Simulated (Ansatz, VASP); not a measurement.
## AlGa3As4 in VASP and in Ansatz

```xyz
8
Lattice="-2.8651 2.8651 5.7291 2.8651 -2.8651 5.7291 2.8651 2.8651 -5.7291" Properties=species:S:1:pos:R:3 pbc="T T T"
Al    0.0000    0.0000    5.7291
Ga    0.0000    0.0000    0.0000
Ga    2.8651    0.0000    2.8645
Ga    0.0000    2.8651    2.8645
As    1.4296    1.4296    7.1575
As    1.4355    1.4355    1.4284
As    1.4296   -1.4296    4.3006
As   -1.4296    1.4296    4.3006
```

Alike in both runs: functional PBE; k mesh 4 × 4 × 4; occupations gaussian, width 0.1 eV; no spin polarisation.

Ansatz relaxed the structure, and its values are those at the end. VASP's run is a single point on that final structure, the one shown.

|  | VASP | Ansatz |
| --- | --- | --- |
| version | VASP 6.6.1 | Ansatz 0.2.0 |
| potentials or method | VASP PAW PBE potentials, release 64 (Al, Ga_d, As), cutoff 520 eV | scalar-relativistic, plane waves, PAW |
| valence electrons in the cell | 62 | 102 |

Ansatz gave:

- gap on the k mesh at the Fermi level (eV): 0.61
- least direct gap on the mesh (eV): 0.61
- pressure (GPa): 0.3
- rms of the force components (eV/Å): 0.002

**Question.** Which values does VASP return?

**Answer.** gap on the k mesh at the Fermi level (eV): 0.61; least direct gap on the mesh (eV): 0.61; pressure (GPa): 0.5; rms of the force components (eV/Å): 0.003.

VASP's potentials hold 62 valence electrons a cell and Ansatz's 102, so a difference there can come from the potentials and not from the codes.
